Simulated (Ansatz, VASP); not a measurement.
Two plane-wave programs on CdS

INCAR

```
SYSTEM = CdS
  PREC = Accurate
  ENCUT = 520
  EDIFF = 1E-7
  ISMEAR = 0
  SIGMA = 0.01
  LREAL = .FALSE.
  LASPH = .TRUE.
  NELM = 100
  ALGO = Normal
  ISIF = 2
  LWAVE = .FALSE.
  LCHARG = .FALSE.
  GGA = PE
  NBANDS = 16
```

KPOINTS

```
Automatic mesh
0
G
  12 12 12
  0 0 0
```

File POSCAR:

```
CdS
1.0
    0.0000000000      2.6328839396      2.6328839396
    2.6328839396      0.0000000000      2.6328839396
    2.6328839396      2.6328839396      0.0000000000
Cd S
1 1
Direct
    0.0000000000      0.0000000000      0.0000000000
    0.5000000000      0.5000000000      0.5000000000
```

Input for Ansatz:

```yaml
crystal:
  lattice:
    - [0.0, 2.6328839396, 2.6328839396]
    - [2.6328839396, 0.0, 2.6328839396]
    - [2.6328839396, 2.6328839396, 0.0]
  atoms:
    - { symbol: Cd, position: [0.0, 0.0, 0.0] }
    - { symbol: S, position: [0.5, 0.5, 0.5] }
basis:
  ecutwfc: 420
kpoints:
  mp_grid: { grid: [12, 12, 12] }
hamiltonian:
  xc: pbe
scf:
  occupations: { method: gaussian, width: 0.01 }
output:
  forces: true
  stress: true
  eigenvalues: true
  write_density: true
  write_potential: true
  elf: true
  volumetric_format: npy
```

Alike in both runs: task single point; functional PBE; k mesh 12 × 12 × 12; occupations gaussian, width 0.01 eV; no spin polarisation.

```csv
,VASP,Ansatz
version,VASP 6.6.1,Ansatz 0.2.0
potentials or method,"VASP PAW PBE potentials, release 64 (Cd, S), cutoff 520 eV","scalar-relativistic, plane waves, PAW"
valence electrons in the cell,18,26
```

VASP gave:

| Item | Value |
| --- | --- |
| gap on the k mesh at the Fermi level (eV) | 0.22 |
| least direct gap on the mesh (eV) | 2.49 |
| pressure (GPa) | 13.1 |

Q: Which values does Ansatz return?

A: gap on the k mesh at the Fermi level (eV): 0.23; least direct gap on the mesh (eV): 2.52; pressure (GPa): 12.4.

VASP's potentials hold 18 valence electrons a cell and Ansatz's 26, so a difference there can come from the potentials and not from the codes.
